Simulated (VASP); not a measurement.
# Ti3Al (P-6m2) in VASP: notebook

The runs below take Ti3Al through single point, with PBEsol.

Program: VASP 6.6.1. These are calculated values, not measurements. Logs are shortened: lines on timing, memory, paths and dates and some standing lists are left out, and cuts for length are marked.

## (1) The cell of the first run

The structure is hexagonal, space group P-6m2 (No. 187). The conventional cell has a = 2.922 Å, b = 2.922 Å, c = 8.975 Å, α = 90.00°, β = 90.00°, γ = 120.00°. Ti (site symmetry -6m2) has 12 Ti at 2.80 to 2.92 Å within 3.7 Å. Ti (site symmetry 3m) has 9 Ti at 2.80 to 2.92 Å and 3 Al at 2.82 Å within 3.7 Å. Within 3.7 Å of Al (site symmetry -6m2) lie 6 Ti at 2.82 Å and 6 Al at 2.92 Å.

## (2) Single point, PBEsol

Contents of INCAR:

```
PREC = Accurate
ENCUT = 520
EDIFF = 1E-6
ISMEAR = 0
SIGMA = 0.15
LREAL = False
LASPH = True
NELM = 60
ALGO = Fast
ISIF = 2
LWAVE = False
LCHARG = False
GGA = PS
NBANDS = 28
```

Contents of KPOINTS:

```
regular mesh
0
Gamma
  15 15 6
```

Contents of POSCAR:

```
Ti3Al
1.0
    2.9216842402      0.0000000000      0.0000000000
   -1.4608421201      2.5302527739      0.0000000000
    0.0000000000      0.0000000000      8.9751218176
Ti Al
3 1
Direct
    0.6666666667      0.3333333333      0.0000000000
    0.3333333333      0.6666666667      0.7511732072
    0.3333333333      0.6666666667      0.2488267928
    0.6666666667      0.3333333333      0.5000000000
```

Potentials or basis: VASP PAW PBE potentials, release 64 (Ti_sv, Al).

Run with:

```bash
cat potpaw_PBE.64/Ti_sv/POTCAR potpaw_PBE.64/Al/POTCAR > POTCAR
mpirun -np 1 vasp_std > vasp.out
```

OUTCAR:

```text
PREC = Accurate
   ENCUT = 520
   EDIFF = 1E-6
   ISMEAR = 0
   LREAL = False
   LASPH = True
   NELM = 60
   ISIF = 2
   GGA = PS

 ion  position               nearest neighbor table
   1  0.667  0.333  0.000-   2 2.80   3 2.80   2 2.80   3 2.80   2 2.80   3 2.80
   2  0.333  0.667  0.751-   1 2.80   1 2.80   1 2.80   4 2.82   4 2.82   4 2.82
   3  0.333  0.667  0.249-   1 2.80   1 2.80   1 2.80   4 2.82   4 2.82   4 2.82
   4  0.667  0.333  0.500-   2 2.82   3 2.82   2 2.82   3 2.82   2 2.82   3 2.82

  LATTYP: Found a hexagonal cell.
 ALAT       =     2.9216842402
 C/A-ratio  =     3.0719000000

  Lattice vectors:

 A1 = (   2.9216842402,   0.0000000000,   0.0000000000)
 A2 = (  -1.4608421201,   2.5302527739,   0.0000000000)
 A3 = (   0.0000000000,   0.0000000000,   8.9751218176)

Analysis of symmetry for initial positions (statically):
=====================================================================
 Subroutine PRICEL returns:
 Original cell was already a primitive cell.

 Routine SETGRP: Setting up the symmetry group for a
 hexagonal supercell.

 Subroutine GETGRP returns: Found 12 space group operations
 (whereof 12 operations were pure point group operations)
 out of a pool of 24 trial point group operations.

The static configuration has the point symmetry D_3h.

Analysis of symmetry for dynamics (positions and initial velocities):
=====================================================================
 Subroutine PRICEL returns:
 Original cell was already a primitive cell.

 Routine SETGRP: Setting up the symmetry group for a
 hexagonal supercell.

 Subroutine GETGRP returns: Found 12 space group operations
 (whereof 12 operations were pure point group operations)
 out of a pool of 24 trial point group operations.

The dynamic configuration has the point symmetry D_3h.

 Subroutine INISYM returns: Found 12 space group operations
 (whereof 12 operations are pure point group operations),
 and found     1 'primitive' translations

----------------------------------------------------------------------------------------

                                     Primitive cell

  volume of cell :      66.3495

  direct lattice vectors                    reciprocal lattice vectors
     2.921684240  0.000000000  0.000000000     0.342268335  0.197608715  0.000000000
    -1.460842120  2.530252774  0.000000000     0.000000000  0.395217431  0.000000000
     0.000000000  0.000000000  8.975121818     0.000000000  0.000000000  0.111419101

  length of vectors
     2.921684240  2.921684240  8.975121818     0.395217431  0.395217431  0.111419101

  position of ions in fractional coordinates (direct lattice)
     0.666666667  0.333333333  0.000000000
     0.333333333  0.666666667  0.751173207
     0.333333333  0.666666667  0.248826793
     0.666666667  0.333333333  0.500000000

  ion indices of the primitive-cell ions
   primitive index   ion index
                 1           1
                 2           2
                 3           3
                 4           4

----------------------------------------------------------------------------------------

 KPOINTS: regular mesh

Automatic generation of k-mesh.
 Grid dimensions read from file:
 generate k-points for:   15   15    6

 Generating k-lattice:

  Cartesian coordinates                     Fractional coordinates (reciprocal lattice)
     0.022817889  0.013173914  0.000000000     0.066666667 -0.000000000  0.000000000
     0.000000000  0.026347829  0.000000000     0.000000000  0.066666667  0.000000000
     0.000000000  0.000000000  0.018569850     0.000000000  0.000000000  0.166666667

  Length of vectors
     0.026347829  0.026347829  0.018569850

  Shift w.r.t. Gamma in fractional coordinates (k-lattice)
     0.000000000  0.000000000  0.000000000

 Subroutine IBZKPT returns following result:
 ===========================================

 Found    108 irreducible k-points:

 Following reciprocal coordinates:
            Coordinates               Weight
  0.000000  0.000000  0.000000      1.000000
  0.066667  0.000000  0.000000      6.000000
  0.133333 -0.000000  0.000000      6.000000
  0.200000  0.000000  0.000000      6.000000
  0.266667 -0.000000  0.000000      6.000000
  0.333333  0.000000  0.000000      6.000000
[... 16 lines left out ...]
  0.333333  0.200000  0.000000     12.000000
  0.400000  0.200000  0.000000      6.000000
 [... further k-points ...]
   k-points           NKPTS =    108   k-points in BZ     NKDIM =    108   number of bands    NBANDS=     28
   number of dos      NEDOS =    301   number of ions     NIONS =      4
   total plane-waves  NPLWV =  40320
   dimension x,y,z NGX =    24 NGY =   24 NGZ =   70
   dimension x,y,z NGXF=    48 NGYF=   48 NGZF=  140
   ions per type =               3   1
   NGX,Y,Z   is equivalent  to a cutoff of  13.66, 13.66, 12.97 a.u.
   NGXF,Y,Z  is equivalent  to a cutoff of  27.31, 27.31, 25.93 a.u.
 SYSTEM =  unknown system
   PREC   = accura    normal or accurate (medium, high low for compatibility)
   ISTART =      0    job   : 0-new  1-cont  2-samecut
   ICHARG =      2    charge: 1-file 2-atom 10-const
   ISPIN  =      1    spin polarized calculation?
   LNONCOLLINEAR =      F non collinear calculations
   LSORBIT =      F    spin-orbit coupling
   LASPH  =      T    aspherical Exc in radial PAW
   ENCUT  =  520.0 eV  38.22 Ry    6.18 a.u.   5.43  5.43 16.69*2*pi/ulx,y,z
   NELM   =     60;   NELMIN=  2; NELMDL= -5     # of ELM steps
   EDIFF  = 0.1E-05   stopping-criterion for ELM
   LREAL  =      F    real-space projection
   EDIFFG = 0.1E-04   stopping-criterion for IOM
   NSW    =      0    number of steps for IOM
   IBRION =     -1    ionic relax: 0-MD 1-quasi-New 2-CG
   NFREE  =      0    steps in history (QN), initial steepest desc. (CG)
   ISIF   =      2    stress and relaxation
   ISYM   =      2    0-nonsym 1-usesym 2-fastsym
   POTIM  = 0.5000    time-step for ionic-motion
   TEBEG  =    0.0;   TEEND  =   0.0 temperature during run
   PSTRESS=    0.0 pullay stress
   NELECT =      39.0000    total number of electrons
   NUPDOWN=      -1.0000    fix difference up-down
   EMIN   =  10.00;   EMAX   =-10.00  energy-range for DOS
   EFERMI =   0.00;   METHOD = LEGACY
   ISMEAR =     0;   SIGMA  =   0.15  broadening in eV -4-tet -1-fermi 0-gaus
   EFERMI_NEDOS =   21; number of points for ismear=-14 and -15
   IALGO  =     68    algorithm
   IMIX   =      4    mixing-type and parameters
     AMIX     =   0.40;   BMIX     =  1.00
     AMIX_MAG =   1.60;   BMIX_MAG =  1.00
  volume/ion in A,a.u.               =      16.59       111.94
  Fermi-wavevector in a.u.,A,eV,Ry     =   1.371357  2.591489 25.587388  1.880620
  Thomas-Fermi vector in A             =   2.497061
   LORBIT       =      0    0 simple, 1 ext, 2 COOP (PROOUT), +10 PAW based schemes
   GGA     = PS    functional components
   LHFCALC =     F    Hartree Fock is set to
   AEXX    =    0.0000 exact exchange contribution
   IVDW    =     0    specifies the selected vdW correction
   LEPSILON=     F    determine dielectric tensor
   LRPA    =     F    only Hartree local field effects (RPA)
 non-spin polarized calculation
 RMM-DIIS sequential band-by-band and
 Gauss-broadening in eV      SIGMA  =   0.15
  energy-cutoff  :      520.00
  volume of cell :       66.35
 maximum number of plane-waves:      1834
 NGX is ok and might be reduce to    24
   NGX = 11   NGY = 11   NGZ = 33

 number of electron      38.9999997 magnetization

 Free energy of the ion-electron system (eV)
  ---------------------------------------------------
  ext. energy  EPLUGINS =         0.00000000
  ---------------------------------------------------
  free energy    TOTEN  =       -29.62453769 eV

  energy without entropy =      -29.58553952  energy(sigma->0) =      -29.60503860

 E-fermi :   8.1861     XC(G=0): -11.4560

 val. band max:        8.1827574830   @ k =   0.2667   0.0667   0.5000
 cond. band min:       8.1910859088   @ k =   0.2000   0.0000   0.0000
 fundamental gap:      0.0083284258
 Fermi energy:         8.1860696594

 k-point     1 :       0.0000    0.0000    0.0000
  band No.  band energies     occupation
      1     -48.2496      2.00000
      2     -48.1838      2.00000
      3     -48.1132      2.00000
      4     -24.9150      2.00000
      5     -24.6171      2.00000
      6     -24.2836      2.00000
[... 20 lines left out ...]
     27      10.2817      0.00000
     28      10.9865      0.00000

 k-point     2 :       0.0667    0.0000    0.0000
  band No.  band energies     occupation
      1     -48.2450      2.00000
      2     -48.1805      2.00000
      3     -48.1112      2.00000
      4     -24.9069      2.00000
      5     -24.6184      2.00000
      6     -24.3023      2.00000
[... 20 lines left out ...]
     27      10.2418      0.00000
     28      10.9613      0.00000

 k-point     3 :       0.1333   -0.0000    0.0000
  band No.  band energies     occupation
      1     -48.2316      2.00000
      2     -48.1710      2.00000
      3     -48.1056      2.00000
      4     -24.8837      2.00000
      5     -24.6254      2.00000
      6     -24.3590      2.00000
[... 20 lines left out ...]
     27      10.1661      0.00000
     28      10.9258      0.00000

 k-point     4 :       0.2000    0.0000    0.0000
  band No.  band energies     occupation
      1     -48.2114      2.00000
      2     -48.1570      2.00000
      3     -48.0978      2.00000
      4     -24.8501      2.00000
      5     -24.6474      2.00000
      6     -24.4409      2.00000
[... 20 lines left out ...]
     27      10.2183      0.00000
     28      10.9218      0.00000

 k-point     5 :       0.2667   -0.0000    0.0000
  band No.  band energies     occupation
      1     -48.1872      2.00000
      2     -48.1408      2.00000
      3     -48.0899      2.00000
      4     -24.8159      2.00000
      5     -24.6951      2.00000
      6     -24.5251      2.00000
[... 20 lines left out ...]
     27      10.5492      0.00000
     28      11.0722      0.00000

 k-point     6 :       0.3333    0.0000    0.0000
  band No.  band energies     occupation
      1     -48.1624      2.00000
      2     -48.1254      2.00000
      3     -48.0838      2.00000
      4     -24.8007      2.00000
      5     -24.7618      2.00000
      6     -24.5993      2.00000
[... 463 lines left out ...]
      5     -24.7384      2.00000
      6     -24.5988      2.00000
[... 20 lines left out ...]
     27      11.1016      0.00000
     28      11.2775      0.00000

 k-point    22 :       0.2667    0.2000    0.0000
  band No.  band energies     occupation
      1     -48.1353      2.00000
      2     -48.1102      2.00000
      3     -48.0805      2.00000
      4     -24.7785      2.00000
      5     -24.7723      2.00000
      6     -24.6455      2.00000
[... 20 lines left out ...]
     27      11.1444      0.00000
     28      11.4292      0.00000

 k-point    23 :       0.3333    0.2000    0.0000
  band No.  band energies     occupation
      1     -48.1186      2.00000
      2     -48.1024      2.00000
      3     -48.0817      2.00000
      4     -24.7979      2.00000
      5     -24.7830      2.00000
      6     -24.6684      2.00000
[... 20 lines left out ...]
     27      11.1263      0.00000
     28      11.7109      0.00000

 k-point    24 :       0.4000    0.2000    0.0000
  band No.  band energies     occupation
      1     -48.1114      2.00000
      2     -48.0996      2.00000
      3     -48.0834      2.00000
      4     -24.8077      2.00000
      5     -24.7859      2.00000
      6     -24.6739      2.00000
[... 20 lines left out ...]
     27      11.1105      0.00000
     28      11.8888      0.00000

 [... further k-points ...]

------------------------ aborting loop because EDIFF is reached ----------------------------------------

  FORCE on cell =-STRESS in cart. coord.  units (eV):
  Direction    XX          YY          ZZ          XY          YZ          ZX
  --------------------------------------------------------------------------------------
  -------------------------------------------------------------------------------------
  Total       -0.5824653     -0.5824653      1.3033647      0.0000000      0.0000000     -0.0000000
  in kB      -14.0651100    -14.0651100     31.4730614      0.0000000      0.0000000     -0.0000000
  external PRESSURE =       1.1142805 kB  Pullay stress =       0.0000000 kB

 VOLUME and BASIS-vectors are now :
 -----------------------------------------------------------------------------
  energy-cutoff  :      520.00
  volume of cell :       66.35
      direct lattice vectors                 reciprocal lattice vectors
     2.921684240  0.000000000  0.000000000     0.342268335  0.197608715  0.000000000
    -1.460842120  2.530252774  0.000000000     0.000000000  0.395217431  0.000000000
     0.000000000  0.000000000  8.975121818     0.000000000  0.000000000  0.111419101

 POSITION                                       TOTAL-FORCE (eV/Angst)
 -----------------------------------------------------------------------------------
      1.46084      0.84342      0.00000         0.000000     -0.000000     -0.000000
     -0.00000      1.68684      6.74187        -0.000000     -0.000000      0.059947
     -0.00000      1.68684      2.23325        -0.000000      0.000000     -0.059947
      1.46084      0.84342      4.48756        -0.000000      0.000000     -0.000000
 -----------------------------------------------------------------------------------
    total drift:                                0.000000     -0.000000      0.000000

  FREE ENERGIE OF THE ION-ELECTRON SYSTEM (eV)
  ---------------------------------------------------
  free  energy   TOTEN  =       -29.6245376859 eV

  energy  without entropy=      -29.5855395191  energy(sigma->0) =      -29.60503860
```

It took 4.6 min on 1 thread of Intel Xeon 6975P-C (Granite Rapids), shared host; peak memory 0.31 GiB.

What came out:

```
Free energy            : -29.6245 eV
Pressure               : 0.1 GPa
Largest force          : 0.060 eV/Å
Band gap on the k mesh : zero (an odd number of electrons rules out a gap without spin polarisation)
```

Forces on the atoms (eV/Å):
```
Ti   0.000  0.000  0.000
Ti   0.000  0.000  0.060
Ti   0.000  0.000 -0.060
Al   0.000  0.000  0.000
```

Stress tensor (GPa, compression positive):
```
-1.41  0.00  0.00
 0.00 -1.41  0.00
 0.00  0.00  3.15
```

Caveat: the PAW data sets were made with another functional, which shifts forces and pressure a little.

[end of part 1 of 2]
